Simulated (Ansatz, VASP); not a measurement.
# BaTiO3 in VASP and in Ansatz

INCAR

```
ALGO = Normal
EDIFF = 1E-6
ENCUT = 910
GGA = PE
GGA_COMPAT = F
ISIF = 2
ISMEAR = -1
LASPH = T
LCHARG = T
LELF = T
LREAL = F
LVHAR = T
LWAVE = F
NBANDS = 28
NELM = 120
PREC = Accurate
SIGMA = 0.02
```

The input KPOINTS:

```
k-points
0
Gamma
  6 6 6
```

File POSCAR:

```
BaTiO3
1.0
    3.8571948921      0.0000000000      0.0000000000
    0.0000000000      2.7811586616      2.8742108424
    0.0000000000     -2.7811586616      2.8742108424
Ba Ti O
1 1 3
Direct
    0.0000000000      0.0062250858      0.0062250858
    0.5000000000      0.5197879801      0.5197879801
    0.0000000000      0.4895285715      0.4895285715
    0.5000000000      0.4949088701      0.9864294925
    0.5000000000      0.9864294925      0.4949088701
```

Input for Ansatz:

```yaml
crystal:
  lattice:
    - [3.8571948921, 0.0, 0.0]
    - [0.0, 2.7811586616, 2.8742108424]
    - [0.0, -2.7811586616, 2.8742108424]
  atoms:
    - { symbol: Ba, position: [0.0, 0.0062250858, 0.0062250858] }
    - { symbol: Ti, position: [0.5, 0.5197879801, 0.5197879801] }
    - { symbol: O, position: [0.0, 0.4895285715, 0.4895285715] }
    - { symbol: O, position: [0.5, 0.4949088701, 0.9864294925] }
    - { symbol: O, position: [0.5, 0.9864294925, 0.4949088701] }
kpoints:
  mp_grid: { grid: [6, 6, 6] }
  band_path:
    path:
      - [0.0, 0.0, 0.0]
      - [0.0, 0.5, 0.5]
      - [0.0, 0.502855988, 0.497144012]
      - [0.0, 0.497144012, -0.497144012]
      - [0.5, 0.0, 0.0]
      - [0.5, 0.497144012, -0.497144012]
      - [0.5, 0.502855988, 0.497144012]
      - [0.5, 0.5, 0.5]
      - [0.0, 0.5, 0.0]
    npoints: 1
hamiltonian:
  xc: pbe
scf:
  occupations: { method: fermi_dirac, width: 0.02 }
  n_extra_bands: 5
output:
  forces: true
  stress: true
  eigenvalues: true
```

Change from the starting cell: biaxial_xy strain -2.7%.

Alike in both runs: task single point; functional PBE; k mesh 6 × 6 × 6; occupations fermi-dirac, width 0.02 eV; no spin polarisation.

|  | VASP | Ansatz |
| --- | --- | --- |
| version | VASP 6.6.1 | Ansatz 0.2.0 |
| potentials or method | VASP PAW PBE potentials, release 64 (Ba_sv, Ti_sv, O_h) | plane waves, PAW |
| plane-wave cutoff (eV) | 910 | 420 |
| valence electrons in the cell | 40 | 40 |

```csv
,VASP,Ansatz,Ansatz less VASP
gap on the k mesh at the Fermi level (eV),2.11,2.16,+0.049
rms of the force components (eV/Å),0.042,0.035,-0.0066
```

Atom by atom the forces differ by 0.014 eV/Å (rms over components).

Neither program's run includes spin-orbit coupling. Noted on VASP's run: the cutoff is short for stress, so the pressure is rough.
